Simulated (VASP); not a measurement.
# Ga2O3 (C2/m) in VASP: a series of runs

The runs below take Ga2O3 through single point, with PBE.

All numbers are computed with VASP 6.6.1; they aren't measurements. Logs are shortened: lines on timing, memory, paths and dates and some standing lists are left out, and cuts for length are marked.

## 1. The cell of the first run

It takes space group C2/m (No. 12, monoclinic). Conventional cell: a = 12.455 Å, b = 3.084 Å, c = 5.878 Å, α = 90.00°, β = 103.70°, γ = 90.00°. Within 2.5 Å of Ga (site symmetry m) lie 4 O at 1.86 to 1.90 Å. Ga (site symmetry m) has 6 O at 1.97 to 2.11 Å within 2.6 Å. Within 2.5 Å of O (site symmetry m) lie 3 Ga at 1.86 to 1.97 Å. O (site symmetry m) has 4 Ga at 1.90 to 2.11 Å within 2.5 Å. O (site symmetry m) has 3 Ga at 1.86 to 1.97 Å within 2.5 Å.

## 2. Single point, PBE

File INCAR:

```
SYSTEM = Ga2O3
PREC = Accurate ; ENCUT = 520
EDIFF = 1E-6 ; ISMEAR = 0
SIGMA = 0.05 ; LREAL = .FALSE.
LASPH = .TRUE. ; NELM = 80
ALGO = Normal ; ISIF = 2
LWAVE = .FALSE. ; LCHARG = .TRUE.
GGA = PE ; LELF = .TRUE.
LVHAR = .TRUE. ; NBANDS = 55
```

File KPOINTS:

```
regular mesh
0
G
  8 8 4
  0 0 0
```

File POSCAR:

```
Ga2O3
1.0
    6.2274305598     -1.5417565250      0.0114924401
    6.2274305598      1.5417565250      0.0114924401
   -1.4027234635      0.0000000000      5.7076941923
Ga O
4 6
Direct
    0.0899134338      0.0899134338      0.7947233208
    0.9100865662      0.9100865662      0.2052766792
    0.6585007301      0.6585007301      0.3141978956
    0.3414992699      0.3414992699      0.6858021044
    0.1634883775      0.1634883775      0.1092060622
    0.8365116225      0.8365116225      0.8907939378
    0.1737013130      0.1737013130      0.5643594347
    0.8262986870      0.8262986870      0.4356405653
    0.4960195697      0.4960195697      0.2566813608
    0.5039804303      0.5039804303      0.7433186392
```

Potentials or basis: VASP PAW PBE potentials, release 64 (Ga_d, O).

Started as:

```console
> cat potpaw_PBE.64/Ga_d/POTCAR potpaw_PBE.64/O/POTCAR > POTCAR
> mpirun -np 1 vasp_std > vasp.out
```

OUTCAR:

```text
SYSTEM = Ga2O3
   PREC = Accurate
   ENCUT = 520
   EDIFF = 1E-6
   ISMEAR = 0
   LREAL = .FALSE.
   LASPH = .TRUE.
   NELM = 80
   ISIF = 2
   GGA = PE

 ion  position               nearest neighbor table
   1  0.090  0.090  0.795-   5 1.86  10 1.86  10 1.86   7 1.90
   2  0.910  0.910  0.205-   6 1.86   9 1.86   9 1.86   8 1.90
   3  0.659  0.659  0.314-   5 1.97   5 1.97   9 1.97   8 2.04   7 2.11   7 2.11
   4  0.341  0.341  0.686-   6 1.97   6 1.97  10 1.97   7 2.04   8 2.11   8 2.11
   5  0.163  0.163  0.109-   1 1.86   3 1.97   3 1.97
   6  0.837  0.837  0.891-   2 1.86   4 1.97   4 1.97
   7  0.174  0.174  0.564-   1 1.90   4 2.04   3 2.11   3 2.11
   8  0.826  0.826  0.436-   2 1.90   3 2.04   4 2.11   4 2.11
   9  0.496  0.496  0.257-   2 1.86   2 1.86   3 1.97
  10  0.504  0.504  0.743-   1 1.86   1 1.86   4 1.97

  LATTYP: Found a base centered monoclinic cell.
 ALAT       =    12.4548823284
 B/A-ratio  =     0.2475746433
 C/A-ratio  =     0.4719060254
 COS(beta)  =    -0.2368659711

  Lattice vectors:

 A1 = (   6.2274305598,  -1.5417565250,   0.0114924401)
 A2 = (   6.2274305598,   1.5417565250,   0.0114924401)
 A3 = (  -1.4027234635,   0.0000000000,   5.7076941923)

Analysis of symmetry for initial positions (statically):
=====================================================================
 Subroutine PRICEL returns:
 Original cell was already a primitive cell.

 Routine SETGRP: Setting up the symmetry group for a
 base centered monoclinic supercell.

 Subroutine GETGRP returns: Found  4 space group operations
 (whereof  4 operations were pure point group operations)
 out of a pool of  4 trial point group operations.

The static configuration has the point symmetry C_2h.

Analysis of symmetry for dynamics (positions and initial velocities):
=====================================================================
 Subroutine PRICEL returns:
 Original cell was already a primitive cell.

 Routine SETGRP: Setting up the symmetry group for a
 base centered monoclinic supercell.

 Subroutine GETGRP returns: Found  4 space group operations
 (whereof  4 operations were pure point group operations)
 out of a pool of  4 trial point group operations.

The dynamic configuration has the point symmetry C_2h.

 Subroutine INISYM returns: Found  4 space group operations
 (whereof  4 operations are pure point group operations),
 and found     1 'primitive' translations

----------------------------------------------------------------------------------------

                                     Primitive cell

  volume of cell :     109.6509

  direct lattice vectors                    reciprocal lattice vectors
     6.227430560 -1.541756525  0.011492440     0.080253538 -0.324305422  0.019723117
     6.227430560  1.541756525  0.011492440     0.080253538  0.324305422  0.019723117
    -1.402723464  0.000000000  5.707694192    -0.000323181  0.000000000  0.175122674

  length of vectors
     6.415452956  6.415452956  5.877534016     0.334669446  0.334669446  0.175122972

  position of ions in fractional coordinates (direct lattice)
     0.089913434  0.089913434  0.794723321
     0.910086566  0.910086566  0.205276679
     0.658500730  0.658500730  0.314197896
     0.341499270  0.341499270  0.685802104
     0.163488378  0.163488378  0.109206062
     0.836511622  0.836511622  0.890793938
     0.173701313  0.173701313  0.564359435
     0.826298687  0.826298687  0.435640565
     0.496019570  0.496019570  0.256681361
     0.503980430  0.503980430  0.743318639

  ion indices of the primitive-cell ions
   primitive index   ion index
                 1           1
                 2           2
                 3           3
                 4           4
                 5           5
                 6           6
                 7           7
                 8           8
                 9           9
                10          10

----------------------------------------------------------------------------------------

 KPOINTS: regular mesh

Automatic generation of k-mesh.
 Grid dimensions read from file:
 generate k-points for:    8    8    4

 Generating k-lattice:

  Cartesian coordinates                     Fractional coordinates (reciprocal lattice)
     0.010031692 -0.040538178  0.002465390     0.125000000 -0.000000000  0.000000000
     0.010031692  0.040538178  0.002465390    -0.000000000  0.125000000  0.000000000
    -0.000080795  0.000000000  0.043780668     0.000000000  0.000000000  0.250000000

  Length of vectors
     0.041833681  0.041833681  0.043780743

  Shift w.r.t. Gamma in fractional coordinates (k-lattice)
     0.000000000  0.000000000  0.000000000

 Subroutine IBZKPT returns following result:
 ===========================================

 Found     78 irreducible k-points:

 Following reciprocal coordinates:
            Coordinates               Weight
  0.000000  0.000000  0.000000      1.000000
  0.125000 -0.000000  0.000000      4.000000
  0.250000 -0.000000  0.000000      4.000000
  0.375000  0.000000  0.000000      4.000000
  0.500000 -0.000000  0.000000      2.000000
  0.125000  0.125000  0.000000      2.000000
[... 16 lines left out ...]
  0.125000  0.000000  0.250000      4.000000
  0.250000  0.000000  0.250000      4.000000
 [... further k-points ...]
   k-points           NKPTS =     78   k-points in BZ     NKDIM =     78   number of bands    NBANDS=     55
   number of dos      NEDOS =    301   number of ions     NIONS =     10
   total plane-waves  NPLWV = 110592
   dimension x,y,z NGX =    48 NGY =   48 NGZ =   48
   dimension x,y,z NGXF=    96 NGYF=   96 NGZF=   96
   ions per type =               4   6
   NGX,Y,Z   is equivalent  to a cutoff of  12.44, 12.44, 13.58 a.u.
   NGXF,Y,Z  is equivalent  to a cutoff of  24.88, 24.88, 27.15 a.u.
 SYSTEM =  Ga2O3
   PREC   = accura    normal or accurate (medium, high low for compatibility)
   ISTART =      0    job   : 0-new  1-cont  2-samecut
   ICHARG =      2    charge: 1-file 2-atom 10-const
   ISPIN  =      1    spin polarized calculation?
   LNONCOLLINEAR =      F non collinear calculations
   LSORBIT =      F    spin-orbit coupling
   LASPH  =      T    aspherical Exc in radial PAW
   ENCUT  =  520.0 eV  38.22 Ry    6.18 a.u.  11.93 11.93 10.93*2*pi/ulx,y,z
   NELM   =     80;   NELMIN=  2; NELMDL= -5     # of ELM steps
   EDIFF  = 0.1E-05   stopping-criterion for ELM
   LREAL  =      F    real-space projection
   EDIFFG = 0.1E-04   stopping-criterion for IOM
   NSW    =      0    number of steps for IOM
   IBRION =     -1    ionic relax: 0-MD 1-quasi-New 2-CG
   NFREE  =      0    steps in history (QN), initial steepest desc. (CG)
   ISIF   =      2    stress and relaxation
   ISYM   =      2    0-nonsym 1-usesym 2-fastsym
   POTIM  = 0.5000    time-step for ionic-motion
   TEBEG  =    0.0;   TEEND  =   0.0 temperature during run
   PSTRESS=    0.0 pullay stress
   NELECT =      88.0000    total number of electrons
   NUPDOWN=      -1.0000    fix difference up-down
   EMIN   =  10.00;   EMAX   =-10.00  energy-range for DOS
   EFERMI =   0.00;   METHOD = LEGACY
   ISMEAR =     0;   SIGMA  =   0.05  broadening in eV -4-tet -1-fermi 0-gaus
   EFERMI_NEDOS =   21; number of points for ismear=-14 and -15
   IALGO  =     38    algorithm
   IMIX   =      4    mixing-type and parameters
     AMIX     =   0.40;   BMIX     =  1.00
     AMIX_MAG =   1.60;   BMIX_MAG =  1.00
  volume/ion in A,a.u.               =      10.97        74.00
  Fermi-wavevector in a.u.,A,eV,Ry     =   1.521359  2.874951 31.491123  2.314532
  Thomas-Fermi vector in A             =   2.630085
   LORBIT       =      0    0 simple, 1 ext, 2 COOP (PROOUT), +10 PAW based schemes
   GGA     = PE    functional components
   LHFCALC =     F    Hartree Fock is set to
   AEXX    =    0.0000 exact exchange contribution
   IVDW    =     0    specifies the selected vdW correction
   LEPSILON=     F    determine dielectric tensor
   LRPA    =     F    only Hartree local field effects (RPA)
 non-spin polarized calculation
 Gauss-broadening in eV      SIGMA  =   0.05
  energy-cutoff  :      520.00
  volume of cell :      109.65
 maximum number of plane-waves:      2970
   NGX = 23   NGY = 23   NGZ = 21

 number of electron      87.9999987 magnetization

 Free energy of the ion-electron system (eV)
  ---------------------------------------------------
  ext. energy  EPLUGINS =         0.00000000
  ---------------------------------------------------
  free energy    TOTEN  =       -59.67800521 eV

  energy without entropy =      -59.67800521  energy(sigma->0) =      -59.67800521

 E-fermi :   3.7104     XC(G=0): -11.3733

 val. band max:        3.4336991982   @ k =   0.5000   0.3750   0.5000
 cond. band min:       5.4330286158   @ k =   0.0000   0.0000   0.0000
 fundamental gap:      1.9993294176
 Fermi energy:         3.7104176014

 k-point     1 :       0.0000    0.0000    0.0000
  band No.  band energies     occupation
      1     -15.1868      2.00000
      2     -14.1292      2.00000
      3     -14.0993      2.00000
      4     -13.9955      2.00000
      5     -13.5530      2.00000
      6     -13.5462      2.00000
[... 47 lines left out ...]
     54      15.4485      0.00000
     55      15.6410      0.00000

 k-point     2 :       0.1250   -0.0000    0.0000
  band No.  band energies     occupation
      1     -15.0747      2.00000
      2     -14.1034      2.00000
      3     -14.0844      2.00000
      4     -13.9192      2.00000
      5     -13.5579      2.00000
      6     -13.5477      2.00000
[... 47 lines left out ...]
     54      14.5665      0.00000
     55      14.8300      0.00000
[... 1216 lines left out ...]
     54      14.8139      0.00000
     55      15.2322      0.00000

 k-point    24 :       0.2500    0.0000    0.2500
  band No.  band energies     occupation
      1     -14.6725      2.00000
      2     -14.1616      2.00000
      3     -14.0177      2.00000
      4     -13.7636      2.00000
      5     -13.6080      2.00000
      6     -13.5318      2.00000
[... 47 lines left out ...]
     54      13.9078      0.00000
     55      15.0732      0.00000

 [... further k-points ...]
[... 5 lines left out ...]
  --------------------------------------------------------------------------------------
  -------------------------------------------------------------------------------------
  Total        0.3484354      0.4432839      0.3560694      0.0000000      0.0000000      0.0187496
  in kB        5.0912041      6.4770951      5.2027492      0.0000000      0.0000000      0.2739619
  external PRESSURE =       5.5903495 kB  Pullay stress =       0.0000000 kB

 VOLUME and BASIS-vectors are now :
 -----------------------------------------------------------------------------
  energy-cutoff  :      520.00
  volume of cell :      109.65
      direct lattice vectors                 reciprocal lattice vectors
     6.227430560 -1.541756525  0.011492440     0.080253538 -0.324305422  0.019723117
     6.227430560  1.541756525  0.011492440     0.080253538  0.324305422  0.019723117
    -1.402723464  0.000000000  5.707694192    -0.000323181  0.000000000  0.175122674

 POSITION                                       TOTAL-FORCE (eV/Angst)
 -----------------------------------------------------------------------------------
      0.00508      0.00000      4.53810         0.002097      0.000000      0.007044
     11.04706      0.00000      1.19257        -0.002097      0.000000     -0.007044
      7.76080      0.00000      1.80848        -0.010503      0.000000     -0.005054
      3.29134      0.00000      3.92220         0.010503      0.000000      0.005054
      1.88304      0.00000      0.62707         0.020614      0.000000     -0.015442
      9.16910      0.00000      5.10361        -0.020614      0.000000      0.015442
      1.37179      0.00000      3.22518        -0.009224      0.000000     -0.002717
      9.68035      0.00000      2.50550         0.009224      0.000000      0.002717
      5.81780      0.00000      1.47646         0.004132      0.000000      0.006996
      5.23434      0.00000      4.25422        -0.004132      0.000000     -0.006996
 -----------------------------------------------------------------------------------
    total drift:                                0.000000     -0.000000     -0.000000

  FREE ENERGIE OF THE ION-ELECTRON SYSTEM (eV)
  ---------------------------------------------------
  free  energy   TOTEN  =       -59.6780052059 eV

  energy  without entropy=      -59.6780052059  energy(sigma->0) =      -59.67800521
```

Wall time 12 min (1 thread of Intel Xeon Platinum 8259CL at 2.50GHz (Skylake/Cascade Lake), shared host); peak memory 0.53 GiB.

Results:

* Free energy: -59.6780 eV
* Pressure: 0.6 GPa
* Largest force: 0.026 eV/Å
* Band gap on the k mesh: 2.00 eV (least direct gap 2.02 eV)

Forces in eV/Å, atoms in the order of the input:
```
Ga   0.002  0.000  0.007
Ga  -0.002  0.000 -0.007
Ga  -0.011  0.000 -0.005
Ga   0.011  0.000  0.005
O    0.021  0.000 -0.015
O   -0.021  0.000  0.015
O   -0.009  0.000 -0.003
O    0.009  0.000  0.003
O    0.004  0.000  0.007
O   -0.004  0.000 -0.007
```

Stress tensor (GPa, compression positive):
```
0.51 0.00 0.03
0.00 0.65 0.00
0.03 0.00 0.52
```

A k mesh can miss the band edges. A hybrid or GW would open this gap; PBE tends to underestimate it.

## 3. Single point, PBE

File INCAR:

```
SYSTEM = Ga2O3
  PREC = Accurate
  ENCUT = 600
  EDIFF = 1E-6
  ISMEAR = 0
  SIGMA = 0.05
  LREAL = .False.
  LASPH = .True.
  NELM = 120
  ALGO = Normal
  ISIF = 2
  LWAVE = .False.
  LCHARG = .True.
  GGA = PE
  LVHAR = .True.
  NBANDS = 55
  GGA_COMPAT = .False.
  KPAR = 4
```

File KPOINTS:

```
Automatic mesh
0
Gamma
  10 10 6
  0 0 0
```

File POSCAR:

```
Ga2O3
1.0
    6.2274305652     -1.5417565232      0.0114924410
    6.2274305652      1.5417565232      0.0114924410
   -1.4027234639      0.0000000000      5.7076941939
Ga O
4 6
Direct
    0.0899134338      0.0899134338      0.7947233214
    0.9100865662      0.9100865662      0.2052766786
    0.6585007298      0.6585007298      0.3141978958
    0.3414992702      0.3414992702      0.6858021042
    0.1634883771      0.1634883771      0.1092060624
    0.8365116229      0.8365116229      0.8907939376
    0.1737013129      0.1737013129      0.5643594349
    0.8262986871      0.8262986871      0.4356405651
    0.4960195696      0.4960195696      0.2566813611
    0.5039804304      0.5039804304      0.7433186389
```

Potentials or basis: VASP PAW PBE potentials, release 64 (Ga_d, O).

Started as:

```console
> cat potpaw_PBE.64/Ga_d/POTCAR potpaw_PBE.64/O/POTCAR > POTCAR
> mpirun -np 4 vasp_std > vasp.out
```

Wall time 11 min (4 MPI ranks of AMD EPYC 7R43 (Zen 3), shared host); peak memory 0.98 GiB.

It converged, with:

```yaml
Free_energy: -59.6934 eV
Pressure: 0.3 GPa
Largest_force: 0.026 eV/Å
Band_gap_on_the_k_mesh: 1.99 eV (least direct gap 2.02 eV)
```

Forces on the atoms (eV/Å):
```
Ga   0.002  0.000  0.007
Ga  -0.002  0.000 -0.007
Ga  -0.011  0.000 -0.005
Ga   0.011  0.000  0.005
O    0.020  0.000 -0.016
O   -0.020  0.000  0.016
O   -0.010  0.000 -0.002
O    0.010  0.000  0.002
O    0.003  0.000  0.006
O   -0.003  0.000 -0.006
```

Stress tensor (GPa, compression positive):
```
0.27 0.00 0.03
0.00 0.39 0.00
0.03 0.00 0.27
```

Levels at points of the mesh, in eV from the valence-band top:
| k point | band 42 | band 43 | band 44 | band 45 | band 46 | band 47 |
| --- | --- | --- | --- | --- | --- | --- |
| (0.00, 0.00, 0.00) | -0.47 | -0.28 | -0.02 | 1.99 | 5.35 | 6.27 |
| (0.50, 0.00, 0.00) | -0.69 | -0.47 | -0.10 | 5.34 | 6.13 | 6.81 |
| (0.50, 0.50, 0.00) | -0.68 | -0.42 | -0.14 | 4.17 | 4.40 | 5.62 |
| (0.00, 0.00, 0.50) | -0.60 | -0.54 | -0.29 | 4.35 | 4.54 | 6.28 |
| (0.50, 0.00, 0.50) | -0.97 | -0.70 | -0.61 | 6.46 | 6.52 | 7.45 |
| (0.50, 0.50, 0.50) | -0.64 | -0.59 | -0.01 | 4.74 | 4.97 | 5.80 |

(Continued in part 2 of 2.)
